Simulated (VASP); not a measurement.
Set up this calculation in VASP 6.6.1, as the native input.

| Property | Result |
| --- | --- |
| Task | single point |
| Functional | PBEsol |
| Potentials or basis | VASP PAW PBE potentials, release 64 (Na_pv, Cl) |
| Cutoff | 520 eV |
| k mesh | 8 × 8 × 8 |
| Occupations | gaussian, width 0.02 eV |
| Spin | no spin polarisation |
| Dipole correction | no |
| Further INCAR settings | ALGO = Normal; EDIFF = 1e-06; NBANDS = 14 |

The structure of NaCl lies in POSCAR:

```
NaCl
1.0
    0.0000000000      2.8100000000      2.8100000000
    2.8100000000      0.0000000000      2.8100000000
    2.8100000000      2.8100000000      0.0000000000
Na Cl
1 1
Direct
    0.0000000000      0.0000000000      0.0000000000
    0.5000000000      0.5000000000      0.5000000000
```

One way to write it, as run:

INCAR

```
SYSTEM = NaCl
ALGO = Normal ; EDIFF = 1E-6
ENCUT = 520 ; GGA = PS
ISIF = 2 ; ISMEAR = 0
LASPH = .True. ; LCHARG = .False.
LREAL = .False. ; LWAVE = .False.
NBANDS = 14 ; NELM = 80
PREC = Accurate ; SIGMA = 0.02
```

KPOINTS

```
k-points
0
Gamma
  8 8 8
  0 0 0
```

Potentials or basis: VASP PAW PBE potentials, release 64 (Na_pv, Cl).

The run is started by

```console
$ cat potpaw_PBE.64/Na_pv/POTCAR potpaw_PBE.64/Cl/POTCAR > POTCAR
$ mpirun -np 1 vasp_std > vasp.out
```

Results of the run:

| Quantity | Value |
| --- | --- |
| Pressure | -0.2 GPa |
| Band gap on the k mesh | 4.97 eV, direct |

Caveat: the PAW data sets were made with another functional, which shifts forces and pressure a little.

Run time: 14 s on 1 thread of Intel(R) Xeon(R) Platinum 8259CL CPU @ 2.50GHz (Skylake/Cascade Lake), with other jobs on the host, peak memory 0.16 GiB.
